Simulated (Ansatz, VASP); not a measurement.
Two plane-wave programs on TiPt3

```
CELL_PARAMETERS angstrom
3.94677 0.00000 0.00000
0.00000 3.94677 0.00000
0.00000 0.00000 3.94677
ATOMIC_POSITIONS crystal
Ti 0.00000 0.00000 0.00000
Pt 0.00000 0.50000 0.50000
Pt 0.50000 0.00000 0.50000
Pt 0.50000 0.50000 0.00000
```

Alike in both runs: functional r2SCAN; k mesh 9 × 9 × 9; occupations fermi-dirac, width 0.1 eV; no spin polarisation.

Ansatz relaxed the structure, and its values are those at the end. VASP's run is a single point on that final structure, the one shown.

|  | VASP | Ansatz |
| --- | --- | --- |
| version | VASP 6.6.1 | Ansatz 0.2.0 |
| potentials or method | VASP PAW PBE potentials, release 64 (Ti_sv, Pt_sv_GW), cutoff 630 eV | PAW plane waves |
| valence electrons in the cell | 66 | 66 |

|  | VASP | Ansatz | Ansatz less VASP |
| --- | --- | --- | --- |
| pressure (GPa) | -5.2 | -4.8 | +0.34 |

VASP's potentials were made for PBE, not for r2SCAN. Ansatz's warnings: stress scf threshold loose.

Spin-orbit coupling is off throughout.
